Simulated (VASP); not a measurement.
# BP (F-43m) in VASP: notebook

BP is run at these levels: PBE; tasks: single point.

All numbers are computed with VASP 6.6.1; they aren't measurements. Logs are shortened: lines on timing, memory, paths and dates and some standing lists are left out, and cuts for length are marked.

### Step 1. The cell of the first run

The structure is cubic, space group F-43m (No. 216). Conventional cell: a = 4.538 Å, b = 4.538 Å, c = 4.538 Å, α = 90.00°, β = 90.00°, γ = 90.00°. B (site symmetry -43m) has 4 P at 1.97 Å within 2.6 Å. P (site symmetry -43m) has 4 B at 1.97 Å within 2.6 Å.

### Step 2. Single point, PBE

INCAR reads:

```
PREC = Accurate
ENCUT = 500
EDIFF = 1E-6
ISMEAR = 0
SIGMA = 0.01
LREAL = F
LASPH = T
NELM = 120
ALGO = Normal
ISIF = 2
LWAVE = F
LCHARG = T
GGA = PE
LELF = T
LVHAR = T
NBANDS = 11
GGA_COMPAT = F
```

KPOINTS reads:

```
Automatic mesh
0
Gamma
  4 4 4
```

POSCAR reads:

```
BP
1.0
    0.0000000000      2.2690000000      2.2690000000
    2.2690000000      0.0000000000      2.2690000000
    2.2690000000      2.2690000000      0.0000000000
B P
1 1
Direct
    0.0000000000      0.0000000000      0.0000000000
    0.2500000000      0.2500000000      0.2500000000
```

Potentials or basis: VASP PAW PBE potentials, release 64 (B, P).

Launch:

```bash
$ cat potpaw_PBE.64/B/POTCAR potpaw_PBE.64/P/POTCAR > POTCAR
$ mpirun -np 1 vasp_std > vasp.out
```

OUTCAR:

```text
PREC = Accurate
   ENCUT = 500
   EDIFF = 1E-6
   ISMEAR = 0
   LREAL = F
   LASPH = T
   NELM = 120
   ISIF = 2
   GGA = PE

 ion  position               nearest neighbor table
   1  0.000  0.000  0.000-   2 1.97   2 1.97   2 1.97   2 1.97
   2  0.250  0.250  0.250-   1 1.97   1 1.97   1 1.97   1 1.97

  LATTYP: Found a face centered cubic cell.
 ALAT       =     4.5380000000

  Lattice vectors:

 A1 = (   0.0000000000,   2.2690000000,   2.2690000000)
 A2 = (   2.2690000000,   0.0000000000,   2.2690000000)
 A3 = (   2.2690000000,   2.2690000000,   0.0000000000)

Analysis of symmetry for initial positions (statically):
=====================================================================
 Subroutine PRICEL returns:
 Original cell was already a primitive cell.

 Routine SETGRP: Setting up the symmetry group for a
 face centered cubic supercell.

 Subroutine GETGRP returns: Found 24 space group operations
 (whereof 24 operations were pure point group operations)
 out of a pool of 48 trial point group operations.

The static configuration has the point symmetry T_d .

Analysis of symmetry for dynamics (positions and initial velocities):
=====================================================================
 Subroutine PRICEL returns:
 Original cell was already a primitive cell.

 Routine SETGRP: Setting up the symmetry group for a
 face centered cubic supercell.

 Subroutine GETGRP returns: Found 24 space group operations
 (whereof 24 operations were pure point group operations)
 out of a pool of 48 trial point group operations.

The dynamic configuration has the point symmetry T_d .

 Subroutine INISYM returns: Found 24 space group operations
 (whereof 24 operations are pure point group operations),
 and found     1 'primitive' translations

----------------------------------------------------------------------------------------

                                     Primitive cell

  volume of cell :      23.3633

  direct lattice vectors                    reciprocal lattice vectors
     0.000000000  2.269000000  2.269000000    -0.220361393  0.220361393  0.220361393
     2.269000000  0.000000000  2.269000000     0.220361393 -0.220361393  0.220361393
     2.269000000  2.269000000  0.000000000     0.220361393  0.220361393 -0.220361393

  length of vectors
     3.208850573  3.208850573  3.208850573     0.381677128  0.381677128  0.381677128

  position of ions in fractional coordinates (direct lattice)
     0.000000000  0.000000000  0.000000000
     0.250000000  0.250000000  0.250000000

[... 60 lines left out ...]
   LREAL  =      F    real-space projection
[... 7 lines left out ...]
   TEBEG  =    0.0;   TEEND  =   0.0 temperature during run
   PSTRESS=    0.0 pullay stress
   NELECT =       8.0000    total number of electrons
   NUPDOWN=      -1.0000    fix difference up-down
   EMIN   =  10.00;   EMAX   =-10.00  energy-range for DOS
   EFERMI =   0.00;   METHOD = LEGACY
   ISMEAR =     0;   SIGMA  =   0.01  broadening in eV -4-tet -1-fermi 0-gaus
   EFERMI_NEDOS =   21; number of points for ismear=-14 and -15
   IALGO  =     38    algorithm
   IMIX   =      4    mixing-type and parameters
     AMIX     =   0.40;   BMIX     =  1.00
     AMIX_MAG =   1.60;   BMIX_MAG =  1.00
  volume/ion in A,a.u.               =      11.68        78.83
  Fermi-wavevector in a.u.,A,eV,Ry     =   1.145320  2.164342 17.847562  1.311759
  Thomas-Fermi vector in A             =   2.282009
   LORBIT       =      0    0 simple, 1 ext, 2 COOP (PROOUT), +10 PAW based schemes
   GGA     = PE    functional components
   LHFCALC =     F    Hartree Fock is set to
   AEXX    =    0.0000 exact exchange contribution
   IVDW    =     0    specifies the selected vdW correction
   LEPSILON=     F    determine dielectric tensor
   LRPA    =     F    only Hartree local field effects (RPA)
 non-spin polarized calculation
 Gauss-broadening in eV      SIGMA  =   0.01
  energy-cutoff  :      500.00
  volume of cell :       23.36
 maximum number of plane-waves:       609
   NGX = 11   NGY = 11   NGZ = 11

 number of electron       8.0000000 magnetization

 Free energy of the ion-electron system (eV)
  ---------------------------------------------------
  ext. energy  EPLUGINS =         0.00000000
  ---------------------------------------------------
  free energy    TOTEN  =       -12.75854531 eV

  energy without entropy =      -12.75854531  energy(sigma->0) =      -12.75854531

 E-fermi :   7.5304     XC(G=0): -10.8876

 val. band max:        7.4741345328   @ k =   0.0000   0.0000   0.0000
 cond. band min:       8.7849830340   @ k =   0.5000   0.5000   0.0000
 fundamental gap:      1.3108485013
 Fermi energy:         7.5303907253

 k-point     1 :       0.0000    0.0000    0.0000
  band No.  band energies     occupation
      1      -8.0004      2.00000
      2       7.4741      2.00000
      3       7.4741      2.00000
      4       7.4741      2.00000
      5      10.8566      0.00000
      6      10.8566      0.00000
      7      10.8566      0.00000
      8      14.8497      0.00000
      9      18.9758      0.00000
     10      19.5767      0.00000
     11      19.5767      0.00000
[... 85 lines left out ...]
 k-point     8 :      -0.2500    0.5000    0.2500
  band No.  band energies     occupation
      1      -2.8679      2.00000
      2      -0.5898      2.00000
      3       1.7828      2.00000
      4       1.9900      2.00000
      5      12.8010      0.00000
      6      14.2268      0.00000
      7      14.7120      0.00000
      8      14.9151      0.00000
      9      20.3167      0.00000
     10      23.6983      0.00000
     11      23.8401      0.00000

------------------------ aborting loop because EDIFF is reached ----------------------------------------

  FORCE on cell =-STRESS in cart. coord.  units (eV):
  Direction    XX          YY          ZZ          XY          YZ          ZX
  --------------------------------------------------------------------------------------
  -------------------------------------------------------------------------------------
  Total        0.2933581      0.2933581      0.2933581      0.0000000      0.0000000      0.0000000
  in kB       20.1175525     20.1175525     20.1175525      0.0000000      0.0000000      0.0000000
  external PRESSURE =      20.1175525 kB  Pullay stress =       0.0000000 kB

 VOLUME and BASIS-vectors are now :
 -----------------------------------------------------------------------------
  energy-cutoff  :      500.00
  volume of cell :       23.36
      direct lattice vectors                 reciprocal lattice vectors
     0.000000000  2.269000000  2.269000000    -0.220361393  0.220361393  0.220361393
     2.269000000  0.000000000  2.269000000     0.220361393 -0.220361393  0.220361393
     2.269000000  2.269000000  0.000000000     0.220361393  0.220361393 -0.220361393

 POSITION                                       TOTAL-FORCE (eV/Angst)
 -----------------------------------------------------------------------------------
      0.00000      0.00000      0.00000        -0.000000     -0.000000     -0.000000
      1.13450      1.13450      1.13450         0.000000      0.000000      0.000000
 -----------------------------------------------------------------------------------
    total drift:                                0.000000      0.000000      0.000000

  FREE ENERGIE OF THE ION-ELECTRON SYSTEM (eV)
  ---------------------------------------------------
  free  energy   TOTEN  =       -12.7585453109 eV

  energy  without entropy=      -12.7585453109  energy(sigma->0) =      -12.75854531
```

Run time: 3.2 s. Hardware: 1 thread of Intel Xeon Platinum 8488C (Sapphire Rapids), shared host; peak memory 0.13 GiB.

What came out:

```
Free energy            : -12.7585 eV
Pressure               : 2.0 GPa
Band gap on the k mesh : 1.31 eV (least direct gap 3.38 eV)
```

Caveat: the k points lie up to 0.60 Å⁻¹ apart. PBE gaps usually lie below the measured ones, often by a third to a half.

### Step 3. Single point, PBE

INCAR reads:

```
SYSTEM = BP
PREC     = Accurate       ! precision mode
ENCUT    = 500            ! plane-wave cutoff, eV
EDIFF    = 1E-6           ! SCF threshold, eV
ISMEAR   = 0              ! smearing method
SIGMA    = 0.01           ! smearing width, eV
LREAL    = .FALSE.        ! projectors in reciprocal space
LASPH    = .TRUE.         ! aspherical terms in the spheres
NELM     = 120            ! most SCF steps
ALGO     = Normal         ! electronic algorithm
ISIF     = 2              ! what is computed and relaxed
LWAVE    = .FALSE.        ! write WAVECAR
LCHARG   = .TRUE.         ! write CHGCAR
GGA      = PE             ! functional
LELF     = .TRUE.         ! ELF
LVHAR    = .TRUE.       
NBANDS   = 11             ! bands
GGA_COMPAT= .FALSE.
```

KPOINTS reads:

```
regular mesh
0
G
  6 6 6
  0 0 0
```

POSCAR is that of step 2.

Potentials or basis: VASP PAW PBE potentials, release 64 (B, P).

Launch:

```bash
$ cat potpaw_PBE.64/B/POTCAR potpaw_PBE.64/P/POTCAR > POTCAR
$ mpirun -np 1 vasp_std > vasp.out
```

It took 3.7 s on 1 thread of Intel Xeon Platinum 8488C (Sapphire Rapids), shared host; peak memory 0.13 GiB.

It converged, with:

- Free energy: -12.9130 eV
- Pressure: 1.0 GPa
- Band gap on the k mesh: 1.33 eV (least direct gap 3.40 eV)

Levels at points of the mesh, in eV from the valence-band top:
```csv
k point,band 1,band 2,band 3,band 4,band 5,band 6,band 7,band 8,band 9
"(0.00, 0.00, 0.00)",-15.46,0.00,0.00,0.00,3.40,3.40,3.40,7.37,11.51
"(0.50, 0.00, 0.00)",-12.14,-9.04,-1.76,-1.76,3.78,4.71,4.71,10.12,14.62
"(0.50, 0.50, 0.00)",-10.61,-8.58,-4.12,-4.12,1.33,1.66,12.12,12.12,15.23
```

### Step 4. Single point, PBE

INCAR reads:

```
ALGO = Normal ; EDIFF = 1E-6
ENCUT = 500 ; GGA = PE
GGA_COMPAT = False ; ISIF = 2
ISMEAR = 0 ; LASPH = True
LCHARG = False ; LREAL = False
LWAVE = False ; NBANDS = 11
NELM = 120 ; PREC = Accurate
SIGMA = 0.01
```

KPOINTS reads:

```
k-points
0
Gamma
  10 10 10
```

POSCAR is that of step 3.

Launch:

```bash
$ cat potpaw_PBE.64/B/POTCAR potpaw_PBE.64/P/POTCAR > POTCAR
$ mpirun -np 1 vasp_std > vasp.out
```

It took 5.4 s on 1 thread of Intel Xeon Platinum 8488C (Sapphire Rapids), shared host; peak memory 0.14 GiB.

The run converged. Its results:

- Free energy: -12.9302 eV
- Pressure: 0.9 GPa
- Band gap on the k mesh: 1.24 eV (least direct gap 3.40 eV)

Levels at points of the mesh, in eV from the valence-band top:
```
           k point  band 2  band 3  band 4  band 5  band 6  band 7
(0.00, 0.00, 0.00)    0.00    0.00    0.00    3.40    3.40    3.40
(0.50, 0.00, 0.00)   -9.03   -1.76   -1.76    3.78    4.71    4.71
(0.50, 0.50, 0.00)   -8.58   -4.11   -4.11    1.33    1.66   12.12
```

### Step 5. The runs side by side

| k mesh | gap on the mesh (eV) | pressure (GPa) |
| --- | --- | --- |
| 4 × 4 × 4 | 1.31 | 2.0 |
| 6 × 6 × 6 | 1.33 | 1.0 |
| 10 × 10 × 10 | 1.24 | 0.9 |

Alike in all rows: task single point; level PBE; potentials or basis VASP PAW PBE potentials, release 64 (B, P); no spin polarisation; cell as given; cutoff (eV) 500; smearing gaussian 0.01 eV.

Caveats: some runs use coarse meshes.

Total energies depend on the potentials used, so only differences within one code and one set of settings carry meaning.
